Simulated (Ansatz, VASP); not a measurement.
SiNi3 in VASP and in Ansatz

```
CELL_PARAMETERS angstrom
3.50489 0.00000 0.00000
0.00000 3.50489 0.00000
0.00000 0.00000 3.50489
ATOMIC_POSITIONS crystal
Si 0.00000 0.00000 0.00000
Ni 0.00000 0.50000 0.50000
Ni 0.50000 0.00000 0.50000
Ni 0.50000 0.50000 0.00000
```

Alike in both runs: functional PBE; k mesh 6 × 6 × 6; occupations gaussian, width 0.1 eV; no spin polarisation.

Ansatz relaxed the structure, and its values are those at the end. VASP's run is a single point on that final structure, the one shown.

```csv
,VASP,Ansatz
version,VASP 6.6.1,Ansatz 0.2.0
potentials or method,"VASP PAW PBE potentials, release 64 (Si, Ni), cutoff 520 eV","scalar-relativistic, plane waves, PAW"
valence electrons in the cell,34,58
```

```csv
,VASP,Ansatz,Ansatz less VASP
gap on the k mesh at the Fermi level (eV),none,none,-
pressure (GPa),0.3,0.3,-0.01
```

A gap of «none» marks a metal or a gap that the smearing closes. VASP's potentials hold 34 valence electrons a cell and Ansatz's 58, so a difference there can come from the potentials and not from the codes.
